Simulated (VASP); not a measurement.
# Bi (P6_3/mmc) in VASP: further runs, part 3 of 3

VASP 6.6.1. The steps go on from the part before.

## 5. Single point, RPBE (33.91 Å³/atom)

This run uses another cell than the first one, of 33.91 Å³/atom.

Input file INCAR:

```
ALGO = Normal
EDIFF = 1E-6
ENCUT = 520
GGA = RP
ISIF = 2
ISMEAR = -1
LASPH = True
LCHARG = False
LREAL = False
LWAVE = False
NBANDS = 38
NELM = 80
PREC = Accurate
SIGMA = 0.1
```

Input file KPOINTS:

```
k-points
0
Gamma
  12 12 3
```

Input file POSCAR:

```
Bi
1.0
    3.6025176269      0.0000000000      0.0000000000
   -1.8012588135      3.1198717825      0.0000000000
    0.0000000000      0.0000000000     12.0675979353
Bi
4
Direct
    0.0000000000      1.0000000000      0.0000000000
    0.0000000000      1.0000000000      0.5000000000
    0.3333333333      0.6666666667      0.2500000000
    0.6666666667      0.3333333333      0.7500000000
```

Potentials or basis: VASP PAW PBE potentials, release 64 (Bi_d).

The run is started by

```console
> cat potpaw_PBE.64/Bi_d/POTCAR > POTCAR
> mpirun -np 1 vasp_std > vasp.out
```

OUTCAR:

```text
EDIFF = 1E-6
   ENCUT = 520
   GGA = RP
   ISIF = 2
   ISMEAR = -1
   LASPH = True
   LREAL = False
   NELM = 80
   PREC = Accurate

 ion  position               nearest neighbor table
   1  0.000  0.000  0.000-   3 3.66   4 3.66   4 3.66   3 3.66   4 3.66   3 3.66
   2  0.000  0.000  0.500-   3 3.66   4 3.66   4 3.66   3 3.66   4 3.66   3 3.66
   3  0.333  0.667  0.250-   1 3.66   2 3.66   1 3.66   2 3.66   1 3.66   2 3.66
   4  0.667  0.333  0.750-   1 3.66   2 3.66   1 3.66   2 3.66   1 3.66   2 3.66

  LATTYP: Found a hexagonal cell.
 ALAT       =     3.6025176269
 C/A-ratio  =     3.3497679082

  Lattice vectors:

 A1 = (   3.6025176269,   0.0000000000,   0.0000000000)
 A2 = (  -1.8012588135,   3.1198717825,   0.0000000000)
 A3 = (   0.0000000000,   0.0000000000,  12.0675979353)

Analysis of symmetry for initial positions (statically):
=====================================================================
 Subroutine PRICEL returns:
 Original cell was already a primitive cell.

 Routine SETGRP: Setting up the symmetry group for a
 hexagonal supercell.

 Subroutine GETGRP returns: Found 24 space group operations
 (whereof 12 operations were pure point group operations)
 out of a pool of 24 trial point group operations.

The static configuration has the point symmetry D_3d.
 The point group associated with its full space group is D_6h.

Analysis of symmetry for dynamics (positions and initial velocities):
=====================================================================
 Subroutine PRICEL returns:
 Original cell was already a primitive cell.

 Routine SETGRP: Setting up the symmetry group for a
 hexagonal supercell.

 Subroutine GETGRP returns: Found 24 space group operations
 (whereof 12 operations were pure point group operations)
 out of a pool of 24 trial point group operations.

The dynamic configuration has the point symmetry D_3d.
 The point group associated with its full space group is D_6h.
[... 115 lines left out ...]
   NUPDOWN=      -1.0000    fix difference up-down
   EMIN   =  10.00;   EMAX   =-10.00  energy-range for DOS
   EFERMI =   0.00;   METHOD = LEGACY
   ISMEAR =    -1;   SIGMA  =   0.10  broadening in eV -4-tet -1-fermi 0-gaus
   EFERMI_NEDOS =   21; number of points for ismear=-14 and -15
   IALGO  =     38    algorithm
   IMIX   =      4    mixing-type and parameters
     AMIX     =   0.40;   BMIX     =  1.00
     AMIX_MAG =   1.60;   BMIX_MAG =  1.00
  volume/ion in A,a.u.               =      33.91       228.82
  Fermi-wavevector in a.u.,A,eV,Ry     =   1.247395  2.357235 21.170589  1.555994
  Thomas-Fermi vector in A             =   2.381529
   LORBIT       =      0    0 simple, 1 ext, 2 COOP (PROOUT), +10 PAW based schemes
   GGA     = RP    functional components
   LHFCALC =     F    Hartree Fock is set to
   AEXX    =    0.0000 exact exchange contribution
   IVDW    =     0    specifies the selected vdW correction
   LEPSILON=     F    determine dielectric tensor
   LRPA    =     F    only Hartree local field effects (RPA)
 non-spin polarized calculation
  energy-cutoff  :      520.00
  volume of cell :      135.63
 maximum number of plane-waves:      3681
 NGX is ok and might be reduce to    28
   NGX = 13   NGY = 13   NGZ = 45

 number of electron      60.0000018 magnetization

 Free energy of the ion-electron system (eV)
  ---------------------------------------------------
  ext. energy  EPLUGINS =         0.00000000
  ---------------------------------------------------
  free energy    TOTEN  =       -13.38781086 eV

  energy without entropy =      -13.29711032  energy(sigma->0) =      -13.34246059

 E-fermi :   7.0902     XC(G=0):  -9.8082

 val. band max:        7.0863322538   @ k =   0.1667   0.1667   0.0000
 cond. band min:       7.0992531225   @ k =   0.4167  -0.0000   0.0000
 fundamental gap:      0.0129208686
 Fermi energy:         7.0901602284

 k-point     1 :       0.0000    0.0000    0.0000
  band No.  band energies     occupation
      1     -16.0418      2.00000
      2     -16.0402      2.00000
      3     -16.0402      2.00000
      4     -16.0377      2.00000
      5     -16.0365      2.00000
      6     -16.0365      2.00000
[... 973 lines left out ...]
     37      12.3694      0.00000
     38      12.4231      0.00000

 [... further k-points ...]
[... 5 lines left out ...]
  --------------------------------------------------------------------------------------
  -------------------------------------------------------------------------------------
  Total       -1.6356123     -1.6356123     -1.3787573      0.0000000      0.0000000     -0.0000000
  in kB      -19.3208954    -19.3208954    -16.2867602      0.0000000      0.0000000     -0.0000000
  external PRESSURE =     -18.3095170 kB  Pullay stress =       0.0000000 kB

 VOLUME and BASIS-vectors are now :
 -----------------------------------------------------------------------------
  energy-cutoff  :      520.00
  volume of cell :      135.63
      direct lattice vectors                 reciprocal lattice vectors
     3.602517627  0.000000000  0.000000000     0.277583652  0.160262996  0.000000000
    -1.801258814  3.119871783  0.000000000     0.000000000  0.320525993  0.000000000
     0.000000000  0.000000000 12.067597935     0.000000000  0.000000000  0.082866533

 POSITION                                       TOTAL-FORCE (eV/Angst)
 -----------------------------------------------------------------------------------
      0.00000      0.00000      0.00000        -0.000000      0.000000     -0.000000
      0.00000      0.00000      6.03380        -0.000000      0.000000     -0.000000
     -0.00000      2.07991      3.01690        -0.000000      0.000000      0.000000
      1.80126      1.03996      9.05070         0.000000      0.000000     -0.000000
 -----------------------------------------------------------------------------------
    total drift:                                0.000000     -0.000000      0.000000

  FREE ENERGIE OF THE ION-ELECTRON SYSTEM (eV)
  ---------------------------------------------------
  free  energy   TOTEN  =       -13.3878108576 eV

  energy  without entropy=      -13.2971103173  energy(sigma->0) =      -13.34246059
```

Wall time 2.2 min (1 thread of Intel Xeon Platinum 8488C (Sapphire Rapids), shared host); peak memory 0.31 GiB.

What came out:

```yaml
Free_energy: -13.3878 eV
Pressure: -1.8 GPa
Band_gap_on_the_k_mesh: zero (bands 30 and 31 overlap by 5.60 eV)
```

Stress tensor (GPa, compression positive):
```
-1.93  0.00  0.00
 0.00 -1.93  0.00
 0.00  0.00 -1.63
```

Caveat: the PAW data sets were made with another functional, which shifts forces and pressure a little; spin-orbit coupling is left out, which moves the levels of the heavy elements.

## 6. Single point, RPBE (35.21 Å³/atom)

This run uses another cell than the first one, of 35.21 Å³/atom.

Input file INCAR:

```
SYSTEM = Bi
PREC = Accurate
ENCUT = 520
EDIFF = 1E-7
ISMEAR = -1
SIGMA = 0.1
LREAL = .False.
LASPH = .True.
NELM = 80
ALGO = Normal
ISIF = 2
LWAVE = .False.
LCHARG = .False.
GGA = RP
NBANDS = 38
```

Input file KPOINTS:

```
Automatic mesh
0
Gamma
  12 12 3
  0 0 0
```

Input file POSCAR:

```
Bi
1.0
    3.6481239573      0.0000000000      0.0000000000
   -1.8240619787      3.1593680232      0.0000000000
    0.0000000000      0.0000000000     12.2203685574
Bi
4
Direct
    0.0000000000      1.0000000000      0.0000000000
    0.0000000000      1.0000000000      0.5000000000
    0.3333333333      0.6666666667      0.2500000000
    0.6666666667      0.3333333333      0.7500000000
```

Potentials or basis: VASP PAW PBE potentials, release 64 (Bi_d).

The run is started by

```console
> cat potpaw_PBE.64/Bi_d/POTCAR > POTCAR
> mpirun -np 1 vasp_std > vasp.out
```

Run time: 2.2 min. Hardware: 1 thread of Intel Xeon Platinum 8488C (Sapphire Rapids), shared host; peak memory 0.32 GiB.

It converged, with:

```yaml
Free_energy: -13.3079 eV
Pressure: -3.2 GPa
Band_gap_on_the_k_mesh: zero (bands 30 and 31 overlap by 5.33 eV)
```

Stress tensor (GPa, compression positive):
```
-3.31  0.00  0.00
 0.00 -3.31  0.00
 0.00  0.00 -2.90
```

Levels at points of the mesh, in eV from the Fermi level:
```csv
k point,band 27,band 28,band 29,band 30,band 31,band 32,band 33,band 34
"(0.00, 0.00, 0.00)",-1.27,3.08,3.08,3.63,3.63,3.64,3.64,3.91
"(0.50, 0.00, 0.00)",-3.47,-3.10,-1.24,-0.63,0.51,1.21,1.45,1.46
```

Caveat: the cell stands under tension; the PAW data sets were made with another functional, which shifts forces and pressure a little; spin-orbit coupling is left out, which moves the levels of the heavy elements.

## 7. The runs side by side

```csv
cell,gap on the mesh (eV),pressure (GPa)
"a = 3.458, b = 3.458, c = 11.584 Å, angles 90.0, 90.0, 120.0°, 4 atoms",none,4.6
"a = 3.508, b = 3.508, c = 11.750 Å, angles 90.0, 90.0, 120.0°, 4 atoms",none,2.0
"a = 3.556, b = 3.556, c = 11.911 Å, angles 90.0, 90.0, 120.0°, 4 atoms",none,-0.1
"a = 3.603, b = 3.603, c = 12.068 Å, angles 90.0, 90.0, 120.0°, 4 atoms",none,-1.8
"a = 3.648, b = 3.648, c = 12.220 Å, angles 90.0, 90.0, 120.0°, 4 atoms",none,-3.2
```

Alike in all rows: task single point; level RPBE; potentials or basis VASP PAW PBE potentials, release 64 (Bi_d); no spin polarisation; k mesh 12 × 12 × 3; cutoff (eV) 520; smearing fermi-dirac 0.1 eV.

Caveats: the PAW data sets were made with another functional, which shifts forces and pressure a little; spin-orbit coupling is left out, which moves the levels of the heavy elements; the cell stands under pressure (at least some runs); the cell stands under tension (at least some runs).

Absolute energies hang on the potentials; compare differences alone.

The gap in the log of VASP goes by the Fermi energy; the results here count the filled bands.